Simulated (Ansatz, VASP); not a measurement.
# WS2 in VASP and in Ansatz

INCAR

```
ALGO = Normal
EDIFF = 1E-6
ENCUT = 520
GGA = PS
ISIF = 2
ISMEAR = 0
LASPH = T
LCHARG = T
LELF = T
LREAL = F
LVHAR = T
LWAVE = F
NBANDS = 35
NELM = 80
PREC = Accurate
SIGMA = 0.05
```

The input KPOINTS:

```
k-points
0
Gamma
  12 12 2
```

Contents of POSCAR:

```
WS2
1.0
    3.1384754799      0.0000000000      0.0000000000
   -1.5692377399      2.7179994948      0.0000000000
    0.0000000000      0.0000000000     20.8429295098
W S
2 4
Direct
    0.3333333333      0.6666666667      0.6345659624
    0.6666666667      0.3333333333      0.3654340376
    0.3333333333      0.6666666667      0.2989660749
    0.6666666667      0.3333333333      0.5680485953
    0.3333333333      0.6666666667      0.4319514047
    0.6666666667      0.3333333333      0.7010339251
```

Input for Ansatz:

```yaml
crystal:
  lattice:
    - [3.1384754799, 0.0, 0.0]
    - [-1.5692377399, 2.7179994948, 0.0]
    - [0.0, 0.0, 20.8429295098]
  atoms:
    - { symbol: W, position: [0.3333333333, 0.6666666667, 0.6345659624] }
    - { symbol: W, position: [0.6666666667, 0.3333333333, 0.3654340376] }
    - { symbol: S, position: [0.3333333333, 0.6666666667, 0.2989660749] }
    - { symbol: S, position: [0.6666666667, 0.3333333333, 0.5680485953] }
    - { symbol: S, position: [0.3333333333, 0.6666666667, 0.4319514047] }
    - { symbol: S, position: [0.6666666667, 0.3333333333, 0.7010339251] }
basis:
  ecutwfc: 420
kpoints:
  mp_grid: { grid: [12, 12, 2] }
hamiltonian:
  xc: pbesol
  pseudopotentials: { kind: paw, azcp: { folder: soft_1 } }
scf:
  occupations: { method: gaussian, width: 0.05 }
output:
  forces: true
  stress: true
  eigenvalues: true
```

Alike in both runs: task single point; functional PBEsol; k mesh 12 × 12 × 2; occupations gaussian, width 0.05 eV; no spin polarisation.

```csv
,VASP,Ansatz
version,VASP 6.6.1,Ansatz 0.2.0
potentials or method,"VASP PAW PBE potentials, release 64 (W_sv, S), cutoff 520 eV","scalar-relativistic, plane waves, PAW"
valence electrons in the cell,52,52
```

```tsv
	VASP	Ansatz	Ansatz less VASP
gap on the k mesh at the Fermi level (eV)	none	none	-
rms of the force components (eV/Å)	2.202	2.191	-0.0105
```

VASP's potentials were made for PBE, not for PBEsol, and Ansatz warns of the same on its side. Atom by atom the forces differ by 0.011 eV/Å (rms over components). A gap of «none» marks a metal or a gap that the smearing closes.

Neither program's run includes spin-orbit coupling.
